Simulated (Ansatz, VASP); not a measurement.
# Two plane-wave programs on PbF2

INCAR

```
ALGO = Normal ; EDIFF = 1E-8
ENCUT = 520 ; GGA = CA
ISIF = 2 ; ISMEAR = -1
LASPH = True ; LCHARG = False
LEFG = True ; LREAL = False
LWAVE = False ; NBANDS = 21
NELM = 60 ; PREC = Accurate
SIGMA = 0.03
```

Contents of KPOINTS:

```
k-points
0
Gamma
  7 7 7
```

Contents of POSCAR:

```
PbF2
1.0
    0.0000000000      2.9599173171      2.9599173171
    2.9599173171      0.0000000000      2.9599173171
    2.9599173171      2.9599173171      0.0000000000
Pb F
1 2
Direct
    0.0000000000      0.0000000000      0.0000000000
    0.2500000000      0.2500000000      0.2500000000
    0.7500000000      0.7500000000      0.7500000000
```

Input for Ansatz:

```yaml
crystal:
  lattice:
    - [0.0, 2.9599173171, 2.9599173171]
    - [2.9599173171, 0.0, 2.9599173171]
    - [2.9599173171, 2.9599173171, 0.0]
  atoms:
    - { symbol: Pb, position: [0.0, 0.0, 0.0] }
    - { symbol: F, position: [0.25, 0.25, 0.25] }
    - { symbol: F, position: [0.75, 0.75, 0.75] }
kpoints:
  mp_grid: { grid: [7, 7, 7] }
scf:
  occupations: { method: fermi_dirac, width: 0.03 }
hamiltonian:
  xc: lda
  pseudopotentials: { kind: paw }
output:
  forces: true
  stress: true
  eigenvalues: true
  efg: { contact_densities: true }
```

Change from the starting cell: volume scaled by 0.99, PAW files.

Alike in both runs: task electric field gradients; functional LDA; k mesh 7 × 7 × 7; occupations fermi-dirac, width 0.03 eV; no spin polarisation.

|  | VASP | Ansatz |
| --- | --- | --- |
| version | VASP 6.6.1 | Ansatz 0.2.0 |
| potentials or method | VASP PAW LDA potentials, release 64 (Pb_d, F) | PAW with Ansatz's default frozen-core files, scalar-relativistic |
| plane-wave cutoff (eV) | 520 | 420 |
| valence electrons in the cell | 28 | 28 |

VASP gave:

- gap on the k mesh at the Fermi level (eV): 4.26
- pressure (GPa): -4.3

Which values does Ansatz return?

gap on the k mesh at the Fermi level (eV): 4.30; pressure (GPa): -4.3.

LDA's correlation is that of Perdew and Zunger in VASP and of Perdew and Wang (1992) in Ansatz.

Neither program's run includes spin-orbit coupling.
